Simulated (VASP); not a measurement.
Wanted: the native input for a VASP 6.6.1 run.

```
Task                   : single point
Functional             : PBE
Potentials or basis    : VASP PAW PBE potentials, release 64 (Cd, Ga_d, O)
Cutoff                 : 520 eV
k mesh                 : 12 × 12 × 4
Occupations            : gaussian, width 0.1 eV
Spin                   : no spin polarisation
Dipole correction      : no
Further INCAR settings : ALGO = Normal; EDIFF = 1e-06; NBANDS = 43
```

The structure of Cd3Ga2O lies in POSCAR:

```
Cd3Ga2O
1.0
    3.3893904938      0.0000000000      0.0000000000
   -1.6946952469      2.9352982709      0.0000000000
    0.0000000000      0.0000000000     12.7521634576
Cd Ga O
3 2 1
Direct
    0.0000000000      0.0000000000      0.2212549104
    0.6666666667      0.3333333333      0.5985103877
    0.3333333333      0.6666666667      0.8482946946
    0.0000000000      0.0000000000      0.0121792118
    0.6666666667      0.3333333333      0.3894920965
    0.3333333333      0.6666666667      0.6802686891
```

The cell was built from a structure type or drawn by symmetry, and may not be a known phase.

The input as run:

INCAR

```
PREC = Accurate
ENCUT = 520
EDIFF = 1E-6
ISMEAR = 0
SIGMA = 0.1
LREAL = F
LASPH = T
NELM = 60
ALGO = Normal
ISIF = 2
LWAVE = F
LCHARG = F
GGA = PE
NBANDS = 43
```

KPOINTS

```
regular mesh
0
Gamma
  12 12 4
```

Potentials or basis: VASP PAW PBE potentials, release 64 (Cd, Ga_d, O).

Command:

```console
$ cat potpaw_PBE.64/Cd/POTCAR potpaw_PBE.64/Ga_d/POTCAR potpaw_PBE.64/O/POTCAR > POTCAR
$ mpirun -np 1 vasp_std > vasp.out
```

Results of the run:

```json
{"Pressure": "0.5 GPa", "Largest force": "0.098 eV/Å", "Band gap on the k mesh": "zero (bands 34 and 35 overlap by 2.11 eV)"}
```

Wall time 9.9 min on 1 thread of Oxide Virtual Turin-like Processor, on a shared host, peak memory 0.44 GiB.
